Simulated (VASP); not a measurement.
Se, 1 atom in the cell. The structure is cubic, space group Fm-3m (No. 225). The conventional cell has a = 4.340 Å, b = 4.340 Å, c = 4.340 Å, α = 90.00°, β = 90.00°, γ = 90.00°. Within 4.0 Å of Se (site symmetry m-3m) lie 12 Se at 3.07 Å. This isn't the form of Se at room conditions, which is trigonal, of chains.

```yaml
Program: VASP 6.6.1
Task: single point
Functional: r2SCAN
Potentials_or_basis: VASP PAW PBE potentials, release 64 (Se)
Cutoff: 520 eV
k_mesh: 20 × 20 × 20
Occupations: fermi-dirac, width 0.1 eV
Spin: no spin polarisation
Dipole_correction: no
Further_INCAR_settings: ALGO = Normal; EDIFF = 1e-07; NBANDS = 9
```

Potentials or basis: VASP PAW PBE potentials, release 64 (Se).

Command:

```console
$ cat potpaw_PBE.64/Se/POTCAR > POTCAR
$ cp INCAR.step1 INCAR
$ mpirun -np 1 vasp_std > vasp.out
$ cp INCAR.step2 INCAR
$ mpirun -np 1 vasp_std > vasp.out
```

Hardware: 1 thread of Intel(R) Xeon(R) Platinum 8375C CPU @ 2.90GHz (Ice Lake), on a shared host.

Task: Estimate the wall time of this run.

Result: Run time: 92 s on 1 thread of Intel(R) Xeon(R) Platinum 8375C CPU @ 2.90GHz (Ice Lake), with other jobs on the host, peak memory 0.17 GiB. Counts: k points 256.
